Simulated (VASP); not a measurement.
# Ti2C (Fd-3m) in VASP: single point with r2SCAN

Aim: the single point of Ti2C with r2SCAN.

All numbers are computed with VASP 6.6.1; they aren't measurements. Logs are shortened: lines on timing, memory, paths and dates and some standing lists are left out, and cuts for length are marked.

**1. The cell of the first run**

It takes space group Fd-3m (No. 227, cubic). Conventional cell: a = 8.625 Å, b = 8.625 Å, c = 8.625 Å, α = 90.00°, β = 90.00°, γ = 90.00°. Within 3.2 Å of Ti (site symmetry 3m) lie 3 C at 2.11 Å and 12 Ti at 2.90 to 3.20 Å. Within 2.8 Å of C (site symmetry -3m) lie 6 Ti at 2.11 Å.

**2. Single point, r2SCAN**

POSCAR reads:

```
Ti2C
1.0
    0.0000000000      4.3124976225      4.3124976225
    4.3124976225      0.0000000000      4.3124976225
    4.3124976225      4.3124976225      0.0000000000
Ti C
8 4
Direct
    0.8568108600      0.3810630500      0.3810630500
    0.3810630500      0.3810630500      0.3810630500
    0.3810630500      0.3810630500      0.8568108600
    0.8689369500      0.3931891400      0.8689369500
    0.8689369500      0.8689369500      0.8689369500
    0.3931891400      0.8689369500      0.8689369500
    0.8689369500      0.8689369500      0.3931891400
    0.3810630500      0.8568108600      0.3810630500
    0.6250000000      0.6250000000      0.6250000000
    0.1250000000      0.6250000000      0.6250000000
    0.6250000000      0.6250000000      0.1250000000
    0.6250000000      0.1250000000      0.6250000000
```

INCAR.step1 reads:

```
SYSTEM = Ti2C
  PREC = Accurate
  ENCUT = 660
  ISMEAR = 0
  SIGMA = 0.1
  LREAL = .FALSE.
  LASPH = .TRUE.
  NELM = 120
  NBANDS = 68
  GGA = PE
  ALGO = Normal
  EDIFF = 1E-5
  LWAVE = .TRUE.
  LCHARG = .FALSE.
  GGA_COMPAT = .FALSE.
```

INCAR.step2 reads:

```
SYSTEM = Ti2C
  PREC = Accurate
  ENCUT = 660
  EDIFF = 1E-6
  ISMEAR = 0
  SIGMA = 0.1
  LREAL = .FALSE.
  LASPH = .TRUE.
  NELM = 120
  ALGO = Normal
  ISIF = 2
  LWAVE = .FALSE.
  LCHARG = .FALSE.
  METAGGA = R2SCAN
  LMIXTAU = .TRUE.
  NBANDS = 68
  ISTART = 1
  GGA_COMPAT = .FALSE.
```

KPOINTS reads:

```
regular mesh
0
G
  4 4 4
  0 0 0
```

Potentials or basis: VASP PAW PBE potentials, release 64 (Ti_sv, C).

Command:

```console
$ cat potpaw_PBE.64/Ti_sv/POTCAR potpaw_PBE.64/C/POTCAR > POTCAR
$ cp INCAR.step1 INCAR
$ mpirun -np 1 vasp_std > vasp.out
$ cp INCAR.step2 INCAR
$ mpirun -np 1 vasp_std > vasp.out
```

OUTCAR:

```text
SYSTEM = Ti2C
   PREC = Accurate
   ENCUT = 660
   EDIFF = 1E-6
   ISMEAR = 0
   LREAL = .FALSE.
   LASPH = .TRUE.
   NELM = 120
   ISIF = 2
   METAGGA = R2SCAN
   ISTART = 1

 ion  position               nearest neighbor table
   1  0.857  0.381  0.381-   9 2.11  11 2.11  12 2.11   2 2.90   3 2.90   8 2.90
   2  0.381  0.381  0.381-  10 2.11  11 2.11  12 2.11   1 2.90   3 2.90   8 2.90
   3  0.381  0.381  0.857-   9 2.11  10 2.11  12 2.11   1 2.90   2 2.90   8 2.90
   4  0.869  0.393  0.869-   9 2.11  10 2.11  11 2.11   5 2.90   6 2.90   7 2.90
   5  0.869  0.869  0.869-  10 2.11  11 2.11  12 2.11   4 2.90   6 2.90   7 2.90
   6  0.393  0.869  0.869-   9 2.11  11 2.11  12 2.11   4 2.90   5 2.90   7 2.90
   7  0.869  0.869  0.393-   9 2.11  10 2.11  12 2.11   4 2.90   5 2.90   6 2.90
   8  0.381  0.857  0.381-   9 2.11  10 2.11  11 2.11   1 2.90   2 2.90   3 2.90
   9  0.625  0.625  0.625-   1 2.11   3 2.11   4 2.11   6 2.11   7 2.11   8 2.11
  10  0.125  0.625  0.625-   2 2.11   5 2.11   4 2.11   3 2.11   7 2.11   8 2.11
  11  0.625  0.625  0.125-   2 2.11   5 2.11   4 2.11   1 2.11   6 2.11   8 2.11
  12  0.625  0.125  0.625-   2 2.11   5 2.11   3 2.11   1 2.11   6 2.11   7 2.11

  LATTYP: Found a face centered cubic cell.
 ALAT       =     8.6249952450

  Lattice vectors:

 A1 = (   0.0000000000,   4.3124976225,   4.3124976225)
 A2 = (   4.3124976225,   0.0000000000,   4.3124976225)
 A3 = (   4.3124976225,   4.3124976225,   0.0000000000)

Analysis of symmetry for initial positions (statically):
=====================================================================
 Subroutine PRICEL returns:
 Original cell was already a primitive cell.

 Routine SETGRP: Setting up the symmetry group for a
 face centered cubic supercell.

 Subroutine GETGRP returns: Found 48 space group operations
 (whereof 24 operations were pure point group operations)
 out of a pool of 48 trial point group operations.

The static configuration has the point symmetry T_d .
 The point group associated with its full space group is O_h .

Analysis of symmetry for dynamics (positions and initial velocities):
=====================================================================
 Subroutine PRICEL returns:
 Original cell was already a primitive cell.

 Routine SETGRP: Setting up the symmetry group for a
 face centered cubic supercell.

 Subroutine GETGRP returns: Found 48 space group operations
 (whereof 24 operations were pure point group operations)
 out of a pool of 48 trial point group operations.

The dynamic configuration has the point symmetry T_d .
 The point group associated with its full space group is O_h .

 Subroutine INISYM returns: Found 48 space group operations
 (whereof 24 operations are pure point group operations),
 and found     1 'primitive' translations

----------------------------------------------------------------------------------------

                                     Primitive cell

  volume of cell :     160.4045

  direct lattice vectors                    reciprocal lattice vectors
     0.000000000  4.312497622  4.312497622    -0.115942093  0.115942093  0.115942093
     4.312497622  0.000000000  4.312497622     0.115942093 -0.115942093  0.115942093
     4.312497622  4.312497622  0.000000000     0.115942093  0.115942093 -0.115942093

  length of vectors
     6.098792625  6.098792625  6.098792625     0.200817596  0.200817596  0.200817596

  position of ions in fractional coordinates (direct lattice)
     0.856810860  0.381063050  0.381063050
     0.381063050  0.381063050  0.381063050
     0.381063050  0.381063050  0.856810860
     0.868936950  0.393189140  0.868936950
     0.868936950  0.868936950  0.868936950
     0.393189140  0.868936950  0.868936950
     0.868936950  0.868936950  0.393189140
     0.381063050  0.856810860  0.381063050
     0.625000000  0.625000000  0.625000000
     0.125000000  0.625000000  0.625000000
     0.625000000  0.625000000  0.125000000
     0.625000000  0.125000000  0.625000000

  ion indices of the primitive-cell ions
   primitive index   ion index
                 1           1
                 2           2
                 3           3
                 4           4
                 5           5
                 6           6
                 7           7
                 8           8
                 9           9
                10          10
                11          11
                12          12

----------------------------------------------------------------------------------------

 KPOINTS: regular mesh

Automatic generation of k-mesh.
 Grid dimensions read from file:
 generate k-points for:    4    4    4

 Generating k-lattice:

  Cartesian coordinates                     Fractional coordinates (reciprocal lattice)
    -0.028985523  0.028985523  0.028985523     0.250000000  0.000000000  0.000000000
     0.028985523 -0.028985523  0.028985523     0.000000000  0.250000000  0.000000000
     0.028985523  0.028985523 -0.028985523     0.000000000  0.000000000  0.250000000

  Length of vectors
     0.050204399  0.050204399  0.050204399

  Shift w.r.t. Gamma in fractional coordinates (k-lattice)
     0.000000000  0.000000000  0.000000000

 Subroutine IBZKPT returns following result:
 ===========================================

 Found      8 irreducible k-points:

 Following reciprocal coordinates:
            Coordinates               Weight
  0.000000  0.000000  0.000000      1.000000
  0.250000  0.000000  0.000000      8.000000
  0.500000  0.000000  0.000000      4.000000
  0.250000  0.250000  0.000000      6.000000
  0.500000  0.250000  0.000000     24.000000
 -0.250000  0.250000  0.000000     12.000000
  0.500000  0.500000  0.000000      3.000000
 -0.250000  0.500000  0.250000      6.000000
   k-points           NKPTS =      8   k-points in BZ     NKDIM =      8   number of bands    NBANDS=     68
   number of dos      NEDOS =    301   number of ions     NIONS =     12
   total plane-waves  NPLWV = 157464
   dimension x,y,z NGX =    54 NGY =   54 NGZ =   54
   dimension x,y,z NGXF=   108 NGYF=  108 NGZF=  108
   ions per type =               8   4
   NGX,Y,Z   is equivalent  to a cutoff of  14.72, 14.72, 14.72 a.u.
   NGXF,Y,Z  is equivalent  to a cutoff of  29.44, 29.44, 29.44 a.u.
 SYSTEM =  Ti2C
   PREC   = accura    normal or accurate (medium, high low for compatibility)
   ISTART =      1    job   : 0-new  1-cont  2-samecut
   ICHARG =      0    charge: 1-file 2-atom 10-const
   ISPIN  =      1    spin polarized calculation?
   LNONCOLLINEAR =      F non collinear calculations
   LSORBIT =      F    spin-orbit coupling
   LASPH  =      T    aspherical Exc in radial PAW
   ENCUT  =  660.0 eV  48.51 Ry    6.96 a.u.  12.78 12.78 12.78*2*pi/ulx,y,z
   NELM   =    120;   NELMIN=  2; NELMDL=  0     # of ELM steps
   EDIFF  = 0.1E-05   stopping-criterion for ELM
   LREAL  =      F    real-space projection
   EDIFFG = 0.1E-04   stopping-criterion for IOM
   NSW    =      0    number of steps for IOM
   IBRION =     -1    ionic relax: 0-MD 1-quasi-New 2-CG
   NFREE  =      0    steps in history (QN), initial steepest desc. (CG)
   ISIF   =      2    stress and relaxation
   ISYM   =      2    0-nonsym 1-usesym 2-fastsym
   POTIM  = 0.5000    time-step for ionic-motion
   TEBEG  =    0.0;   TEEND  =   0.0 temperature during run
   PSTRESS=    0.0 pullay stress
   NELECT =     112.0000    total number of electrons
   NUPDOWN=      -1.0000    fix difference up-down
   EMIN   =  10.00;   EMAX   =-10.00  energy-range for DOS
   EFERMI =   0.00;   METHOD = LEGACY
   ISMEAR =     0;   SIGMA  =   0.10  broadening in eV -4-tet -1-fermi 0-gaus
   EFERMI_NEDOS =   21; number of points for ismear=-14 and -15
   IALGO  =     38    algorithm
   IMIX   =      4    mixing-type and parameters
     AMIX     =   0.40;   BMIX     =  1.00
     AMIX_MAG =   1.60;   BMIX_MAG =  1.00
  volume/ion in A,a.u.               =      13.37        90.21
  Fermi-wavevector in a.u.,A,eV,Ry     =   1.452363  2.744569 28.699579  2.109360
  Thomas-Fermi vector in A             =   2.569754
   LORBIT       =      0    0 simple, 1 ext, 2 COOP (PROOUT), +10 PAW based schemes
   METAGGA = R2SCAN    functional components
   LHFCALC =     F    Hartree Fock is set to
   AEXX    =    0.0000 exact exchange contribution
   IVDW    =     0    specifies the selected vdW correction
   LEPSILON=     F    determine dielectric tensor
   LRPA    =     F    only Hartree local field effects (RPA)
 non-spin polarized calculation
 Gauss-broadening in eV      SIGMA  =   0.10
  energy-cutoff  :      660.00
  volume of cell :      160.40
 maximum number of plane-waves:      6218
 NGX is ok and might be reduce to    54
   NGX = 25   NGY = 25   NGZ = 25

 number of electron     111.9999998 magnetization

 Free energy of the ion-electron system (eV)
  ---------------------------------------------------
  ext. energy  EPLUGINS =         0.00000000
  ---------------------------------------------------
  free energy    TOTEN  =      -152.41097017 eV

  energy without entropy =     -152.39530872  energy(sigma->0) =     -152.40313945

 E-fermi :   8.3299     XC(G=0): -12.6352

 val. band max:        8.2547863546   @ k =   0.2500   0.2500   0.0000
 cond. band min:       8.4112170686   @ k =   0.0000   0.0000   0.0000
 fundamental gap:      0.1564307141
 Fermi energy:         8.3299108388

 k-point     1 :       0.0000    0.0000    0.0000
  band No.  band energies     occupation
      1     -50.8869      2.00000
      2     -50.8103      2.00000
      3     -50.8002      2.00000
      4     -50.8002      2.00000
      5     -50.8002      2.00000
      6     -50.7751      2.00000
[... 60 lines left out ...]
     67      11.2320      0.00000
     68      11.2325      0.00000
[... 495 lines left out ...]
     67      10.4340      0.00000
     68      10.4340      0.00000

------------------------ aborting loop because EDIFF is reached ----------------------------------------

  FORCE on cell =-STRESS in cart. coord.  units (eV):
  Direction    XX          YY          ZZ          XY          YZ          ZX
  --------------------------------------------------------------------------------------
  -------------------------------------------------------------------------------------
  Total        0.0488129      0.0488129      0.0488129     -0.0000000     -0.0000000     -0.0000000
  in kB        0.4875606      0.4875606      0.4875606     -0.0000000     -0.0000000     -0.0000000
  external PRESSURE =       0.4875606 kB  Pullay stress =       0.0000000 kB

 VOLUME and BASIS-vectors are now :
 -----------------------------------------------------------------------------
  energy-cutoff  :      660.00
  volume of cell :      160.40
      direct lattice vectors                 reciprocal lattice vectors
     0.000000000  4.312497622  4.312497622    -0.115942093  0.115942093  0.115942093
     4.312497622  0.000000000  4.312497622     0.115942093 -0.115942093  0.115942093
     4.312497622  4.312497622  0.000000000     0.115942093  0.115942093 -0.115942093

 POSITION                                       TOTAL-FORCE (eV/Angst)
 -----------------------------------------------------------------------------------
      3.28667      5.33833      5.33833         0.007436     -0.007436     -0.007436
      3.28667      3.28667      3.28667         0.007436      0.007436      0.007436
      5.33833      5.33833      3.28667        -0.007436     -0.007436      0.007436
      5.44292      7.49458      5.44292         0.007436     -0.007436      0.007436
      7.49458      7.49458      7.49458        -0.007436     -0.007436     -0.007436
      7.49458      5.44292      5.44292        -0.007436      0.007436      0.007436
      5.44292      5.44292      7.49458         0.007436      0.007436     -0.007436
      5.33833      3.28667      5.33833        -0.007436      0.007436     -0.007436
      5.39062      5.39062      5.39062        -0.000000     -0.000000     -0.000000
      5.39062      3.23437      3.23437        -0.000000     -0.000000     -0.000000
      3.23437      3.23437      5.39062        -0.000000     -0.000000     -0.000000
      3.23437      5.39062      3.23437        -0.000000     -0.000000     -0.000000
 -----------------------------------------------------------------------------------
    total drift:                                0.000000      0.000000      0.000000

  FREE ENERGIE OF THE ION-ELECTRON SYSTEM (eV)
  ---------------------------------------------------
  free  energy   TOTEN  =      -152.4109701731 eV

  energy  without entropy=     -152.3953087211  energy(sigma->0) =     -152.40313945
```

Wall time 20 min (1 thread of Oxide Virtual Turin-like, shared host); peak memory 0.42 GiB.

Results:

```
Free energy            : -152.4110 eV
Pressure               : 0.0 GPa
Largest force          : 0.013 eV/Å
Band gap on the k mesh : 0.02 eV (least direct gap 0.38 eV)
```

Forces in eV/Å, atoms in the order of the input:
```
Ti   0.007 -0.007 -0.007
Ti   0.007  0.007  0.007
Ti  -0.007 -0.007  0.007
Ti   0.007 -0.007  0.007
Ti  -0.007 -0.007 -0.007
Ti  -0.007  0.007  0.007
Ti   0.007  0.007 -0.007
Ti  -0.007  0.007 -0.007
C    0.000  0.000  0.000
C    0.000  0.000  0.000
C    0.000  0.000  0.000
C    0.000  0.000  0.000
```

Caveat: the smearing spreads over this small gap; the PAW data sets were made with another functional, which shifts forces and pressure a little. A k mesh can miss the band edges.

The gap in the log of VASP goes by the Fermi energy; the results here count the filled bands.